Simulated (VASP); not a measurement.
# F (Im-3m) in VASP: single point with PBE

Aim: the single point of F with PBE.

Program: VASP 6.6.1. These are calculated values, not measurements. Logs are shortened: lines on timing, memory, paths and dates and some standing lists are left out, and cuts for length are marked.

**1. The cell of the first run**

The structure is cubic, space group Im-3m (No. 229). The conventional cell has a = 2.744 Å, b = 2.744 Å, c = 2.744 Å, α = 90.00°, β = 90.00°, γ = 90.00°. Within 3.1 Å of F (site symmetry m-3m) lie 14 F at 2.38 to 2.74 Å.

**2. Single point, PBE**

INCAR

```
SYSTEM = F
PREC = Accurate
ENCUT = 520
EDIFF = 1E-6
ISMEAR = -1
SIGMA = 0.13605693000000002
LREAL = .FALSE.
LASPH = .TRUE.
NELM = 80
ALGO = Normal
ISIF = 2
LWAVE = .FALSE.
LCHARG = .TRUE.
GGA = PE
LELF = .TRUE.
LVHAR = .TRUE.
NBANDS = 10
```

KPOINTS

```
regular mesh
0
G
  17 17 17
  0 0 0
```

POSCAR

```
F
1.0
   -1.3719768290      1.3719768290      1.3719768290
    1.3719768290     -1.3719768290      1.3719768290
    1.3719768290      1.3719768290     -1.3719768290
F
1
Direct
    0.0000000000      0.0000000000      0.0000000000
```

Potentials or basis: VASP PAW PBE potentials, release 64 (F).

Command:

```sh
cat potpaw_PBE.64/F/POTCAR > POTCAR
mpirun -np 1 vasp_std > vasp.out
```

OUTCAR:

```text
SYSTEM = F
   PREC = Accurate
   ENCUT = 520
   EDIFF = 1E-6
   ISMEAR = -1
   LREAL = .FALSE.
   LASPH = .TRUE.
   NELM = 80
   ISIF = 2
   GGA = PE

 ion  position               nearest neighbor table
   1  0.000  0.000  0.000-

  LATTYP: Found a body centered cubic cell.
 ALAT       =     2.7439536580

  Lattice vectors:

 A1 = (  -1.3719768290,   1.3719768290,   1.3719768290)
 A2 = (   1.3719768290,  -1.3719768290,   1.3719768290)
 A3 = (   1.3719768290,   1.3719768290,  -1.3719768290)

Analysis of symmetry for initial positions (statically):
=====================================================================
 Subroutine PRICEL returns:
 Original cell was already a primitive cell.

 Routine SETGRP: Setting up the symmetry group for a
 body centered cubic supercell.

 Subroutine GETGRP returns: Found 48 space group operations
 (whereof 48 operations were pure point group operations)
 out of a pool of 48 trial point group operations.

The static configuration has the point symmetry O_h .

Analysis of symmetry for dynamics (positions and initial velocities):
=====================================================================
 Subroutine PRICEL returns:
 Original cell was already a primitive cell.

 Routine SETGRP: Setting up the symmetry group for a
 body centered cubic supercell.

 Subroutine GETGRP returns: Found 48 space group operations
 (whereof 48 operations were pure point group operations)
 out of a pool of 48 trial point group operations.

The dynamic configuration has the point symmetry O_h .

 Subroutine INISYM returns: Found 48 space group operations
 (whereof 48 operations are pure point group operations),
 and found     1 'primitive' translations

----------------------------------------------------------------------------------------

                                     Primitive cell

  volume of cell :      10.3300

  direct lattice vectors                    reciprocal lattice vectors
    -1.371976829  1.371976829  1.371976829     0.000000000  0.364437642  0.364437642
     1.371976829 -1.371976829  1.371976829     0.364437642  0.000000000  0.364437642
     1.371976829  1.371976829 -1.371976829     0.364437642  0.364437642  0.000000000

  length of vectors
     2.376333575  2.376333575  2.376333575     0.515392656  0.515392656  0.515392656

  position of ions in fractional coordinates (direct lattice)
     0.000000000  0.000000000  0.000000000

  ion indices of the primitive-cell ions
   primitive index   ion index
                 1           1

----------------------------------------------------------------------------------------

 KPOINTS: regular mesh

Automatic generation of k-mesh.
 Grid dimensions read from file:
 generate k-points for:   17   17   17

 Generating k-lattice:

  Cartesian coordinates                     Fractional coordinates (reciprocal lattice)
     0.000000000  0.021437508  0.021437508     0.058823529  0.000000000  0.000000000
     0.021437508  0.000000000  0.021437508     0.000000000  0.058823529  0.000000000
     0.021437508  0.021437508  0.000000000     0.000000000  0.000000000  0.058823529

  Length of vectors
     0.030317215  0.030317215  0.030317215

  Shift w.r.t. Gamma in fractional coordinates (k-lattice)
     0.000000000  0.000000000  0.000000000

 Subroutine IBZKPT returns following result:
 ===========================================

 Found    165 irreducible k-points:

 Following reciprocal coordinates:
            Coordinates               Weight
  0.000000  0.000000  0.000000      1.000000
  0.058824  0.000000  0.000000     12.000000
  0.117647  0.000000  0.000000     12.000000
  0.176471  0.000000  0.000000     12.000000
  0.235294  0.000000  0.000000     12.000000
  0.294118  0.000000  0.000000     12.000000
[... 16 lines left out ...]
  0.411765  0.117647  0.000000     48.000000
  0.176471  0.176471  0.000000     24.000000
 [... further k-points ...]
   k-points           NKPTS =    165   k-points in BZ     NKDIM =    165   number of bands    NBANDS=     10
   number of dos      NEDOS =    301   number of ions     NIONS =      1
   total plane-waves  NPLWV =   5832
   dimension x,y,z NGX =    18 NGY =   18 NGZ =   18
   dimension x,y,z NGXF=    36 NGYF=   36 NGZF=   36
   ions per type =               1
   NGX,Y,Z   is equivalent  to a cutoff of  12.59, 12.59, 12.59 a.u.
   NGXF,Y,Z  is equivalent  to a cutoff of  25.19, 25.19, 25.19 a.u.
 SYSTEM =  F
   PREC   = accura    normal or accurate (medium, high low for compatibility)
   ISTART =      0    job   : 0-new  1-cont  2-samecut
   ICHARG =      2    charge: 1-file 2-atom 10-const
   ISPIN  =      1    spin polarized calculation?
   LNONCOLLINEAR =      F non collinear calculations
   LSORBIT =      F    spin-orbit coupling
   LASPH  =      T    aspherical Exc in radial PAW
   ENCUT  =  520.0 eV  38.22 Ry    6.18 a.u.   4.42  4.42  4.42*2*pi/ulx,y,z
   NELM   =     80;   NELMIN=  2; NELMDL= -5     # of ELM steps
   EDIFF  = 0.1E-05   stopping-criterion for ELM
   LREAL  =      F    real-space projection
   EDIFFG = 0.1E-04   stopping-criterion for IOM
   NSW    =      0    number of steps for IOM
   IBRION =     -1    ionic relax: 0-MD 1-quasi-New 2-CG
   NFREE  =      0    steps in history (QN), initial steepest desc. (CG)
   ISIF   =      2    stress and relaxation
   ISYM   =      2    0-nonsym 1-usesym 2-fastsym
   POTIM  = 0.5000    time-step for ionic-motion
   TEBEG  =    0.0;   TEEND  =   0.0 temperature during run
   PSTRESS=    0.0 pullay stress
   NELECT =       7.0000    total number of electrons
   NUPDOWN=      -1.0000    fix difference up-down
   EMIN   =  10.00;   EMAX   =-10.00  energy-range for DOS
   EFERMI =   0.00;   METHOD = LEGACY
   ISMEAR =    -1;   SIGMA  =   0.14  broadening in eV -4-tet -1-fermi 0-gaus
   EFERMI_NEDOS =   21; number of points for ismear=-14 and -15
   IALGO  =     38    algorithm
   IMIX   =      4    mixing-type and parameters
     AMIX     =   0.40;   BMIX     =  1.00
     AMIX_MAG =   1.60;   BMIX_MAG =  1.00
  volume/ion in A,a.u.               =      10.33        69.71
  Fermi-wavevector in a.u.,A,eV,Ry     =   1.437940  2.717312 28.132374  2.067671
  Thomas-Fermi vector in A             =   2.556962
   LORBIT       =      0    0 simple, 1 ext, 2 COOP (PROOUT), +10 PAW based schemes
   GGA     = PE    functional components
   LHFCALC =     F    Hartree Fock is set to
   AEXX    =    0.0000 exact exchange contribution
   IVDW    =     0    specifies the selected vdW correction
   LEPSILON=     F    determine dielectric tensor
   LRPA    =     F    only Hartree local field effects (RPA)
 non-spin polarized calculation
  energy-cutoff  :      520.00
  volume of cell :       10.33
 maximum number of plane-waves:       321
 NGX is ok and might be reduce to    18
   NGX =  9   NGY =  9   NGZ =  9

 number of electron       7.0000012 magnetization

 Free energy of the ion-electron system (eV)
  ---------------------------------------------------
  ext. energy  EPLUGINS =         0.00000000
  ---------------------------------------------------
  free energy    TOTEN  =        -0.89192307 eV

  energy without entropy =       -0.74795419  energy(sigma->0) =       -0.81993863

 E-fermi :  -3.5922     XC(G=0): -10.1867

 val. band max:       -3.5925017607   @ k =  -0.3529  -0.4706   0.0588
 cond. band min:      -3.5865600277   @ k =   0.3529   0.1176   0.0588
 fundamental gap:      0.0059417330
 Fermi energy:        -3.5921873098

 k-point     1 :       0.0000    0.0000    0.0000
  band No.  band energies     occupation
      1     -25.2183      2.00000
      2      -3.1665      0.08390
      3      -3.1665      0.08390
      4      -3.1665      0.08390
      5       9.9193      0.00000
      6      32.4784      0.00000
      7      32.4784      0.00000
      8      32.4785      0.00000
      9      35.5061      0.00000
     10      35.5061      0.00000

 k-point     2 :       0.0588    0.0000    0.0000
  band No.  band energies     occupation
      1     -25.1694      2.00000
      2      -3.3326      0.25839
      3      -3.2017      0.10732
      4      -3.1705      0.08625
      5      10.1252      0.00000
      6      31.4412      0.00000
      7      31.7053      0.00000
      8      32.6643      0.00000
      9      34.3838      0.00000
     10      34.7827      0.00000

 k-point     3 :       0.1176    0.0000    0.0000
  band No.  band energies     occupation
      1     -25.0327      2.00000
      2      -3.7914      1.62432
      3      -3.3022      0.21216
      4      -3.1824      0.09380
      5      10.6957      0.00000
      6      28.9047      0.00000
      7      30.2451      0.00000
      8      33.2000      0.00000
      9      33.7822      0.00000
     10      34.3778      0.00000

 k-point     4 :       0.1765    0.0000    0.0000
  band No.  band energies     occupation
      1     -24.8187      2.00000
      2      -4.4485      1.99631
      3      -3.4518      0.52540
      4      -3.2008      0.10662
      5      11.5352      0.00000
      6      26.3312      0.00000
      7      28.7873      0.00000
      8      33.0048      0.00000
      9      34.0409      0.00000
     10      34.9039      0.00000
[... 222 lines left out ...]
 k-point    22 :       0.3529    0.1176    0.0000
  band No.  band energies     occupation
      1     -23.7006      2.00000
      2      -6.9235      2.00000
      3      -4.3153      1.99021
      4      -3.4487      0.51659
      5      15.8996      0.00000
      6      19.4883      0.00000
      7      24.0407      0.00000
      8      32.9477      0.00000
      9      37.2306      0.00000
     10      39.5605      0.00000

 k-point    23 :       0.4118    0.1176    0.0000
  band No.  band energies     occupation
      1     -23.5872      2.00000
      2      -7.1386      2.00000
      3      -4.4009      1.99477
      4      -3.4610      0.55204
      5      16.5651      0.00000
      6      18.7397      0.00000
      7      23.8204      0.00000
      8      32.9555      0.00000
      9      37.4066      0.00000
     10      40.0670      0.00000

 k-point    24 :       0.1765    0.1765    0.0000
  band No.  band energies     occupation
      1     -24.1923      2.00000
      2      -5.8562      2.00000
      3      -3.9621      1.87622
      4      -3.4357      0.48098
      5      13.9053      0.00000
      6      22.4643      0.00000
      7      24.7682      0.00000
      8      33.2433      0.00000
      9      35.8276      0.00000
     10      38.5232      0.00000

 [... further k-points ...]

------------------------ aborting loop because EDIFF is reached ----------------------------------------

  FORCE on cell =-STRESS in cart. coord.  units (eV):
  Direction    XX          YY          ZZ          XY          YZ          ZX
  --------------------------------------------------------------------------------------
  -------------------------------------------------------------------------------------
  Total       -0.0441158     -0.0441158     -0.0441158      0.0000000      0.0000000     -0.0000000
  in kB       -6.8423376     -6.8423376     -6.8423376      0.0000000      0.0000000     -0.0000000
  external PRESSURE =      -6.8423376 kB  Pullay stress =       0.0000000 kB

 VOLUME and BASIS-vectors are now :
 -----------------------------------------------------------------------------
  energy-cutoff  :      520.00
  volume of cell :       10.33
      direct lattice vectors                 reciprocal lattice vectors
    -1.371976829  1.371976829  1.371976829     0.000000000  0.364437642  0.364437642
     1.371976829 -1.371976829  1.371976829     0.364437642  0.000000000  0.364437642
     1.371976829  1.371976829 -1.371976829     0.364437642  0.364437642  0.000000000

 POSITION                                       TOTAL-FORCE (eV/Angst)
 -----------------------------------------------------------------------------------
      0.00000      0.00000      0.00000         0.000000      0.000000      0.000000
 -----------------------------------------------------------------------------------
    total drift:                                0.000000      0.000000      0.000000

  FREE ENERGIE OF THE ION-ELECTRON SYSTEM (eV)
  ---------------------------------------------------
  free  energy   TOTEN  =        -0.8919230702 eV

  energy  without entropy=       -0.7479541863  energy(sigma->0) =       -0.81993863
```

Run time: 17 s. Hardware: 1 thread of Intel Xeon Platinum 8259CL at 2.50GHz (Skylake/Cascade Lake), shared host; peak memory 0.12 GiB.

What came out:

```
Free energy            : -0.8919 eV
Pressure               : -0.7 GPa
Band gap on the k mesh : zero (an odd number of electrons rules out a gap without spin polarisation)
```

Levels at points of the mesh, in eV from the Fermi level:
```tsv
k point	band 1	band 2	band 3	band 4	band 5	band 6	band 7	band 8
(0.00, 0.00, 0.00)	-21.63	0.43	0.43	0.43	13.51	36.07	36.07	36.07
```

Caveat: an odd number of electrons without spin polarisation forces a metal; a magnetic or distorted state may lie lower.
